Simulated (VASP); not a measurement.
# W (Im-3m) in VASP: single point with LDA

Aim: the single point of W with LDA.

All numbers are computed with VASP 6.6.1; they aren't measurements. Logs are shortened: lines on timing, memory, paths and dates and some standing lists are left out, and cuts for length are marked.

## 1. The cell of the first run

The structure is cubic, space group Im-3m (No. 229). Conventional cell: a = 3.195 Å, b = 3.195 Å, c = 3.195 Å, α = 90.00°, β = 90.00°, γ = 90.00°. W (site symmetry m-3m) has 14 W at 2.77 to 3.19 Å within 3.6 Å.

## 2. Single point, LDA

File INCAR:

```
SYSTEM = W
PREC     = Accurate       ! precision mode
ENCUT    = 520            ! plane-wave cutoff, eV
EDIFF    = 1E-6           ! SCF threshold, eV
ISMEAR   = 0              ! smearing method
SIGMA    = 0.15           ! smearing width, eV
LREAL    = .False.        ! projectors in reciprocal space
LASPH    = .True.         ! aspherical terms in the spheres
NELM     = 80             ! most SCF steps
ALGO     = Fast           ! electronic algorithm
ISIF     = 2              ! what is computed and relaxed
LWAVE    = .False.        ! write WAVECAR
LCHARG   = .False.        ! write CHGCAR
NBANDS   = 36             ! bands
```

File KPOINTS:

```
regular mesh
0
Gamma
  18 18 5
  0 0 0
```

File POSCAR:

```
W
1.0
   -1.5973000000      1.5973000000     -1.5973000000
   -1.5973000000     -1.5973000000      1.5973000000
    0.0000000000      6.3892000000      6.3892000000
W
4
Direct
    0.0000000000      0.0000000000      0.0000000000
    0.5000000000      0.5000000000      0.2500000000
    0.0000000000      0.0000000000      0.5000000000
    0.5000000000      0.5000000000      0.7500000000
```

Potentials or basis: VASP PAW LDA potentials, release 64 (W_sv).

Command:

```
$ cat potpaw_LDA.64/W_sv/POTCAR > POTCAR
$ mpirun -np 1 vasp_std > vasp.out
```

OUTCAR:

```text
SYSTEM = W
   PREC = Accurate
   ENCUT = 520
   EDIFF = 1E-6
   ISMEAR = 0
   LREAL = .False.
   LASPH = .True.
   NELM = 80
   ISIF = 2

 ion  position               nearest neighbor table
   1  0.000  0.000  0.000-   2 2.77   4 2.77   2 2.77   4 2.77   2 3.19   4 3.19   2 3.19   4 3.19

   2  0.500  0.500  0.250-   1 2.77   3 2.77   1 2.77   3 2.77   1 3.19   3 3.19   1 3.19   3 3.19

   3  0.000  0.000  0.500-   2 2.77   4 2.77   2 2.77   4 2.77   2 3.19   4 3.19   2 3.19   4 3.19

   4  0.500  0.500  0.750-   1 2.77   3 2.77   1 2.77   3 2.77   1 3.19   3 3.19   1 3.19   3 3.19

  LATTYP: Found a base centered orthorhombic cell.
 ALAT       =     3.1946000000
 B/A-ratio  =     1.4142135624
 C/A-ratio  =     2.8284271247

  Lattice vectors:

 A1 = (  -1.5973000000,   1.5973000000,  -1.5973000000)
 A2 = (  -1.5973000000,  -1.5973000000,   1.5973000000)
 A3 = (   0.0000000000,   6.3892000000,   6.3892000000)

Analysis of symmetry for initial positions (statically):
=====================================================================
 Subroutine PRICEL returns following result:

  LATTYP: Found a body centered cubic cell.
 ALAT       =     3.1946000000

  Lattice vectors:

 A1 = (   1.5973000000,   1.5973000000,  -1.5973000000)
 A2 = (  -1.5973000000,  -1.5973000000,  -1.5973000000)
 A3 = (  -1.5973000000,   1.5973000000,   1.5973000000)

   4 primitive cells build up your supercell.

 Routine SETGRP: Setting up the symmetry group for a
 base centered orthorhombic supercell.

 Subroutine GETGRP returns: Found  8 space group operations
 (whereof  8 operations were pure point group operations)
 out of a pool of  8 trial point group operations.

The static configuration has the point symmetry D_2h.

Analysis of symmetry for dynamics (positions and initial velocities):
=====================================================================
 Subroutine PRICEL returns following result:

  LATTYP: Found a body centered cubic cell.
 ALAT       =     3.1946000000

  Lattice vectors:

 A1 = (   1.5973000000,   1.5973000000,  -1.5973000000)
 A2 = (  -1.5973000000,  -1.5973000000,  -1.5973000000)
 A3 = (  -1.5973000000,   1.5973000000,   1.5973000000)

   4 primitive cells build up your supercell.

 Routine SETGRP: Setting up the symmetry group for a
 base centered orthorhombic supercell.

 Subroutine GETGRP returns: Found  8 space group operations
 (whereof  8 operations were pure point group operations)
 out of a pool of  8 trial point group operations.

The dynamic configuration has the point symmetry D_2h.

 Subroutine INISYM returns: Found  8 space group operations
 (whereof  8 operations are pure point group operations),
 and found     4 'primitive' translations

----------------------------------------------------------------------------------------

                                     Primitive cell

  volume of cell :      16.3012

  direct lattice vectors                    reciprocal lattice vectors
     1.597300000  1.597300000 -1.597300000     0.000000000  0.313028235 -0.313028235
    -1.597300000 -1.597300000 -1.597300000    -0.313028235  0.000000000 -0.313028235
    -1.597300000  1.597300000  1.597300000    -0.313028235  0.313028235  0.000000000

  length of vectors
     2.766604755  2.766604755  2.766604755     0.442688776  0.442688776  0.442688776

  position of ions in fractional coordinates (direct lattice)
     0.000000000  0.000000000  0.000000000

  ion indices of the primitive-cell ions
   primitive index   ion index
                 1           1

----------------------------------------------------------------------------------------

 KPOINTS: regular mesh

Automatic generation of k-mesh.
 Grid dimensions read from file:
 generate k-points for:   18   18    5

 Generating k-lattice:

  Cartesian coordinates                     Fractional coordinates (reciprocal lattice)
    -0.017390458  0.008695229 -0.008695229     0.055555556  0.000000000  0.000000000
    -0.017390458 -0.008695229  0.008695229     0.000000000  0.055555556  0.000000000
     0.000000000  0.015651412  0.015651412     0.000000000  0.000000000  0.200000000

  Length of vectors
     0.021298874  0.021298874  0.022134439

  Shift w.r.t. Gamma in fractional coordinates (k-lattice)
     0.000000000  0.000000000  0.000000000

 Subroutine IBZKPT returns following result:
 ===========================================

 Found    273 irreducible k-points:

 Following reciprocal coordinates:
            Coordinates               Weight
  0.000000  0.000000  0.000000      1.000000
  0.055556  0.000000  0.000000      4.000000
  0.111111  0.000000  0.000000      4.000000
  0.166667  0.000000  0.000000      4.000000
  0.222222  0.000000  0.000000      4.000000
  0.277778  0.000000  0.000000      4.000000
[... 16 lines left out ...]
 -0.277778  0.055556  0.000000      4.000000
 -0.222222  0.055556  0.000000      4.000000
 [... further k-points ...]
   k-points           NKPTS =    273   k-points in BZ     NKDIM =    273   number of bands    NBANDS=     36
   number of dos      NEDOS =    301   number of ions     NIONS =      4
   total plane-waves  NPLWV =  40320
   dimension x,y,z NGX =    24 NGY =   24 NGZ =   70
   dimension x,y,z NGXF=    48 NGYF=   48 NGZF=  140
   ions per type =               4
   NGX,Y,Z   is equivalent  to a cutoff of  14.42, 14.42, 12.88 a.u.
   NGXF,Y,Z  is equivalent  to a cutoff of  28.84, 28.84, 25.76 a.u.
 SYSTEM =  W
   PREC   = accura    normal or accurate (medium, high low for compatibility)
   ISTART =      0    job   : 0-new  1-cont  2-samecut
   ICHARG =      2    charge: 1-file 2-atom 10-const
   ISPIN  =      1    spin polarized calculation?
   LNONCOLLINEAR =      F non collinear calculations
   LSORBIT =      F    spin-orbit coupling
   LASPH  =      T    aspherical Exc in radial PAW
   ENCUT  =  520.0 eV  38.22 Ry    6.18 a.u.   5.14  5.14 16.80*2*pi/ulx,y,z
   NELM   =     80;   NELMIN=  2; NELMDL= -5     # of ELM steps
   EDIFF  = 0.1E-05   stopping-criterion for ELM
   LREAL  =      F    real-space projection
   EDIFFG = 0.1E-04   stopping-criterion for IOM
   NSW    =      0    number of steps for IOM
   IBRION =     -1    ionic relax: 0-MD 1-quasi-New 2-CG
   NFREE  =      0    steps in history (QN), initial steepest desc. (CG)
   ISIF   =      2    stress and relaxation
   ISYM   =      2    0-nonsym 1-usesym 2-fastsym
   POTIM  = 0.5000    time-step for ionic-motion
   TEBEG  =    0.0;   TEEND  =   0.0 temperature during run
   PSTRESS=    0.0 pullay stress
   NELECT =      56.0000    total number of electrons
   NUPDOWN=      -1.0000    fix difference up-down
   EMIN   =  10.00;   EMAX   =-10.00  energy-range for DOS
   EFERMI =   0.00;   METHOD = LEGACY
   ISMEAR =     0;   SIGMA  =   0.15  broadening in eV -4-tet -1-fermi 0-gaus
   EFERMI_NEDOS =   21; number of points for ismear=-14 and -15
   IALGO  =     68    algorithm
   IMIX   =      4    mixing-type and parameters
     AMIX     =   0.40;   BMIX     =  1.00
     AMIX_MAG =   1.60;   BMIX_MAG =  1.00
  volume/ion in A,a.u.               =      16.30       110.01
  Fermi-wavevector in a.u.,A,eV,Ry     =   1.556125  2.940649 32.946829  2.421524
  Thomas-Fermi vector in A             =   2.659966
   LORBIT       =      0    0 simple, 1 ext, 2 COOP (PROOUT), +10 PAW based schemes
   GGA     = CA    functional components
   LHFCALC =     F    Hartree Fock is set to
   AEXX    =    0.0000 exact exchange contribution
   IVDW    =     0    specifies the selected vdW correction
   LEPSILON=     F    determine dielectric tensor
   LRPA    =     F    only Hartree local field effects (RPA)
 non-spin polarized calculation
 RMM-DIIS sequential band-by-band and
 Gauss-broadening in eV      SIGMA  =   0.15
  energy-cutoff  :      520.00
  volume of cell :       65.20
 maximum number of plane-waves:      1782
 NGX is ok and might be reduce to    24
   NGX = 11   NGY = 11   NGZ = 33

 number of electron      56.0000003 magnetization

 Free energy of the ion-electron system (eV)
  ---------------------------------------------------
  ext. energy  EPLUGINS =         0.00000000
  ---------------------------------------------------
  free energy    TOTEN  =       -56.26719542 eV

  energy without entropy =      -56.24344905  energy(sigma->0) =      -56.25532223

 E-fermi :  10.9148     XC(G=0): -13.6733

 val. band max:       10.9117339308   @ k =  -0.4444   0.2778   0.4000
 cond. band min:      10.9151055227   @ k =  -0.3889   0.2778   0.4000
 fundamental gap:      0.0033715919
 Fermi energy:        10.9147861055

 k-point     1 :       0.0000    0.0000    0.0000
  band No.  band energies     occupation
      1     -62.8722      2.00000
      2     -62.8114      2.00000
      3     -62.8114      2.00000
      4     -62.7500      2.00000
      5     -27.9156      2.00000
      6     -27.3410      2.00000
[... 28 lines left out ...]
     35      13.0304      0.00000
     36      13.1794      0.00000

 k-point     2 :       0.0556    0.0000    0.0000
  band No.  band energies     occupation
      1     -62.8695      2.00000
      2     -62.8095      2.00000
      3     -62.8095      2.00000
      4     -62.7491      2.00000
      5     -27.9041      2.00000
      6     -27.3514      2.00000
[... 28 lines left out ...]
     35      12.9247      0.00000
     36      13.0654      0.00000

 k-point     3 :       0.1111    0.0000    0.0000
  band No.  band energies     occupation
      1     -62.8615      2.00000
      2     -62.8042      2.00000
      3     -62.8042      2.00000
      4     -62.7465      2.00000
      5     -27.8700      2.00000
      6     -27.3840      2.00000
[... 28 lines left out ...]
     35      12.9658      0.00000
     36      13.0809      0.00000
[... 742 lines left out ...]
 k-point    23 :      -0.2778    0.0556    0.0000
  band No.  band energies     occupation
      1     -62.8200      2.00000
      2     -62.7752      2.00000
      3     -62.7752      2.00000
      4     -62.7303      2.00000
      5     -27.6999      2.00000
      6     -27.5790      2.00000
[... 28 lines left out ...]
     35      13.8065      0.00000
     36      13.8249      0.00000

 k-point    24 :      -0.2222    0.0556    0.0000
  band No.  band energies     occupation
      1     -62.8369      2.00000
      2     -62.7858      2.00000
      3     -62.7858      2.00000
      4     -62.7344      2.00000
      5     -27.7785      2.00000
      6     -27.4706      2.00000
[... 28 lines left out ...]
     35      13.3850      0.00000
     36      13.4019      0.00000

 [... further k-points ...]

------------------------ aborting loop because EDIFF is reached ----------------------------------------

  FORCE on cell =-STRESS in cart. coord.  units (eV):
  Direction    XX          YY          ZZ          XY          YZ          ZX
  --------------------------------------------------------------------------------------
  -------------------------------------------------------------------------------------
  Total       -6.1166966     -6.1755095     -6.1755095      0.0000000     -0.0460804     -0.0000000
  in kB     -150.2962230   -151.7413417   -151.7413417      0.0000000     -1.1322622     -0.0000000
  external PRESSURE =    -151.2596355 kB  Pullay stress =       0.0000000 kB

 VOLUME and BASIS-vectors are now :
 -----------------------------------------------------------------------------
  energy-cutoff  :      520.00
  volume of cell :       65.20
      direct lattice vectors                 reciprocal lattice vectors
    -1.597300000  1.597300000 -1.597300000    -0.313028235  0.156514118 -0.156514118
    -1.597300000 -1.597300000  1.597300000    -0.313028235 -0.156514118  0.156514118
     0.000000000  6.389200000  6.389200000     0.000000000  0.078257059  0.078257059

 POSITION                                       TOTAL-FORCE (eV/Angst)
 -----------------------------------------------------------------------------------
      0.00000      0.00000      0.00000         0.000000     -0.000000     -0.000000
     -1.59730      1.59730      1.59730        -0.000000      0.000000     -0.000000
      0.00000      3.19460      3.19460        -0.000000     -0.000000      0.000000
     -1.59730      4.79190      4.79190         0.000000      0.000000      0.000000
 -----------------------------------------------------------------------------------
    total drift:                               -0.000000      0.000000     -0.000000

  FREE ENERGIE OF THE ION-ELECTRON SYSTEM (eV)
  ---------------------------------------------------
  free  energy   TOTEN  =       -56.2671954175 eV

  energy  without entropy=      -56.2434490525  energy(sigma->0) =      -56.25532223
```

Wall time 16 min (1 thread of Intel Xeon 8259CL, shared host); peak memory 0.51 GiB.

Results:

```yaml
Free_energy: -56.2672 eV
Pressure: -15.1 GPa
Band_gap_on_the_k_mesh: zero (bands 28 and 29 overlap by 3.09 eV)
```

Levels at points of the mesh, in eV from the Fermi level:
```csv
k point,band 26,band 27,band 28,band 29,band 30,band 31
"(0.00, 0.00, 0.00)",-1.22,-1.22,-1.22,0.74,1.45,1.45
"(0.50, 0.00, 0.00)",-2.14,0.74,0.74,1.72,1.72,2.00
"(0.50, 0.50, 0.00)",-0.67,0.10,0.10,0.74,2.00,2.93
```

Caveat: the cell stands under tension; spin-orbit coupling is left out, which moves the levels of the heavy elements.
